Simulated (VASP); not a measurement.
A run of VASP 6.6.1 is set up as follows.

File INCAR:

```
PREC = Accurate
ENCUT = 600
EDIFF = 1E-6
ISMEAR = -1
SIGMA = 0.05
LREAL = False
LASPH = True
NELM = 60
ALGO = Normal
ISIF = 3
LWAVE = False
LCHARG = False
IBRION = 2
NSW = 80
EDIFFG = -0.02
```

Contents of KPOINTS:

```
Automatic mesh
0
Gamma
  7 7 7
```

File POSCAR:

```
Sn
1.0
    0.0000000000      3.2333428000      3.2333428000
    3.2333428000      0.0000000000      3.2333428000
    3.2333428000      3.2333428000      0.0000000000
Sn
2
Direct
    0.7500000000      0.7500000000      0.7500000000
    0.5000000000      0.5000000000      0.5000000000
```

Potentials or basis: VASP PAW LDA potentials, release 64 (Sn_d).

Launch:

```bash
$ cat potpaw_LDA.64/Sn_d/POTCAR > POTCAR
$ mpirun -np 1 vasp_std > vasp.out
```

Q: What does it give for the relaxed cell?

A: a = 4.579 Å, b = 4.579 Å, c = 4.579 Å, α = 60.00°, β = 60.00°, γ = 60.00°.

Q: Predict the relaxed volume.

A: 33.95 Å³/atom.

Q: What does it give for the band gap on the k mesh?

A: Zero (band 14 reaches 5.52 eV, above the bottom of band 15 at 5.38 eV).

The path:
| step | energy change (eV) | largest force (eV/Å) | pressure (GPa) | volume (Å³) |
| --- | --- | --- | --- | --- |
| 1 | 0.0000 | 0.0000 | 0.23 | 67.61 |
| 2 | -0.0001 | 0.0000 | -0.12 | 68.08 |
| 3 | -0.0002 | 0.0000 | 0.00 | 67.90 |

Caveat: spin-orbit coupling is left out, which moves the levels of the heavy elements.
